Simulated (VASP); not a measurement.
The system is MoN2.

```
Mo N
1.0
     4.34805    0.00000    0.00000
     0.00000    4.34805    0.00000
     0.00000    0.00000    2.76746
Mo N
2 4
Cartesian
  0.0000 0.0000 0.0000
  2.1740 2.1740 0.0000
  2.6595 3.8626 1.3837
  1.6886 0.4854 1.3837
  0.4854 2.6595 1.3837
  3.8626 1.6886 1.3837
```

Base run:

- Program: VASP 6.6.1
- Functional: PBEsol
- Potentials or basis: VASP PAW PBE potentials, release 64 (Mo_sv, N)
- Cutoff: 520 eV
- k mesh: 6 × 6 × 10
- Occupations: fermi-dirac, width 0.05 eV
- Spin: no spin polarisation

Its results: band gap on the k mesh zero (band 24 reaches 13.43 eV, above the bottom of band 25 at 11.45 eV); pressure -13.5 GPa; largest force 0.157 eV/Å.

Question: The run is repeated on the same cell with these changes: functional from PBEsol to PBE. What comes out?

Answer: Band gap on the k mesh zero (band 24 reaches 13.51 eV, above the bottom of band 25 at 11.56 eV); pressure -3.3 GPa; largest force 0.154 eV/Å.

PBE binds less tightly than PBEsol, so the same cell stands under more pressure.

Caveats: the PAW data sets were made with another functional, which shifts forces and pressure a little (some runs).
